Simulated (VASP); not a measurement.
Set up this calculation in VASP 6.6.1, as the native input.

- Task: single point
- Functional: PBE
- Potentials or basis: VASP PAW PBE potentials, release 64 (Ta_pv, Lu, N)
- Cutoff: 520 eV
- k mesh: 3 × 3 × 3
- Occupations: fermi-dirac, width 0.05 eV
- Spin: no spin polarisation
- Dipole correction: no
- Further INCAR settings: ALGO = Normal; EDIFF = 1e-06; NBANDS = 54

The structure of Lu3TaN lies in POSCAR:

```
Lu3TaN
1.0
    4.5409890000      0.0000000000      0.0000000000
    0.0000000000      4.5409890000      0.0000000000
    0.0000000000      0.0000000000      4.5409890000
Ta Lu N
1 3 1
Direct
   -0.0127967718      0.0165877962     -0.0241328486
    0.5150902149      0.4886177879     -0.0015430559
   -0.0207338093      0.5009547480      0.5349702455
    0.5189486255     -0.0080319507      0.4936636050
    0.4991161617      0.5162985420      0.4733548132
```

These files were run (other wordings do the same):

INCAR

```
SYSTEM = Lu3TaN
PREC = Accurate
ENCUT = 520
EDIFF = 1E-6
ISMEAR = -1
SIGMA = 0.05
LREAL = .FALSE.
LASPH = .TRUE.
NELM = 120
ALGO = Normal
ISIF = 2
LWAVE = .FALSE.
LCHARG = .TRUE.
GGA = PE
LELF = .TRUE.
LVHAR = .TRUE.
NBANDS = 54
GGA_COMPAT = .FALSE.
```

KPOINTS

```
regular mesh
0
G
  3 3 3
  0 0 0
```

Potentials or basis: VASP PAW PBE potentials, release 64 (Ta_pv, Lu, N).

The run is started by

```bash
$ cat potpaw_PBE.64/Ta_pv/POTCAR potpaw_PBE.64/Lu/POTCAR potpaw_PBE.64/N/POTCAR > POTCAR
$ mpirun -np 1 vasp_std > vasp.out
```

Results of the run:

```json
{"Pressure": "12.1 GPa", "Largest force": "2.096 eV/Å"}
```

Caveat: the k points lie up to 0.46 Å⁻¹ apart; forces of over 1 eV/Å act on the atoms, so gaps and moduli don't describe the material at rest.

It took 3.8 min on 1 thread of AMD EPYC 7R13, with other jobs on the host, peak memory 0.22 GiB.
